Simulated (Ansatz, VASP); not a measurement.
**One calculation of Zr3ZnN2, two programs**

The input INCAR:

```
ALGO     = Normal         # electronic algorithm
EDIFF    = 1E-7           # SCF threshold, eV
EDIFFG   = -0.04          # ionic threshold
ENCUT    = 600            # plane-wave cutoff, eV
GGA      = PE             # functional
IBRION   = 2              # ionic algorithm
ISIF     = 3              # what is computed and relaxed
ISMEAR   = 0              # smearing method
LASPH    = True           # aspherical terms in the spheres
LCHARG   = False          # write CHGCAR
LREAL    = False          # projectors in reciprocal space
LWAVE    = False          # write WAVECAR
NELM     = 60             # most SCF steps
NSW      = 90             # ionic steps
PREC     = Accurate       # precision mode
SIGMA    = 0.1            # smearing width, eV
```

File KPOINTS:

```
k-points
0
Gamma
  4 4 6
```

The input POSCAR:

```
Zr3ZnN2
1.0
    2.9322576216     -5.8205782282      0.0000000000
    2.9322576216      5.8205782282      0.0000000000
    0.0000000000      0.0000000000      3.1218596539
Zr Zn N
3 1 2
Direct
    0.7751844455      0.2248155545      0.0000000000
    0.2248155545      0.7751844455      0.0000000000
    0.5000000000      0.5000000000      0.5000000000
    0.0000000000      0.0000000000      0.0000000000
    0.5000000000      0.0000000000      0.5000000000
    0.0000000000      0.5000000000      0.5000000000
```

Input for Ansatz:

```yaml
crystal:
  lattice:
    - [2.9322548278, -5.8205864364, 0.0]
    - [2.9322548278, 5.8205864364, 0.0]
    - [0.0, 0.0, 3.1218626722]
  atoms:
    - { symbol: Zr, position: [0.775184655, 0.224815345, 0.0] }
    - { symbol: Zr, position: [0.224815345, 0.775184655, 0.0] }
    - { symbol: Zr, position: [0.5, 0.5, 0.5] }
    - { symbol: Zn, position: [0.0, 0.0, 0.0] }
    - { symbol: "N", position: [0.5, 0.0, 0.5] }
    - { symbol: "N", position: [0.0, 0.5, 0.5] }
basis:
  ecutwfc: 420
kpoints:
  mp_grid: { grid: [4, 4, 6] }
hamiltonian:
  xc: pbe
scf:
  occupations: { method: gaussian, width: 0.1 }
  lower_state_search: "off"
output:
  forces: true
  stress: true
  eigenvalues: true
relax:
  adjacent_minimum: "off"
  f_tol: 0.04
  max_steps: 70
  cell: { stress_tol: 0.4 }
```

Change from the starting cell: species swapped into the LaAl2Cu3 type (Cmmm, No. 65).

Alike in both runs: task relaxation of cell and atoms; functional PBE; k mesh 4 × 4 × 6; occupations gaussian, width 0.1 eV; no spin polarisation.

```csv
,VASP,Ansatz
version,VASP 6.6.1,Ansatz 0.2.0
potentials or method,"VASP PAW PBE potentials, release 64 (Zr_sv, Zn, N), cutoff 600 eV","scalar-relativistic, plane waves, PAW"
valence electrons in the cell,58,58
```

```csv
,VASP,Ansatz,Ansatz less VASP
"gap on the k mesh at the Fermi level, each at its own relaxed structure (eV)",none,none,-
relaxed volume (Å³/atom),18.15,18.05,-0.096
relaxed length of the cell vector where the two differ most in proportion (Å),6.836,6.781,-0.0552
```

A gap of «none» marks a metal or a gap that the smearing closes.
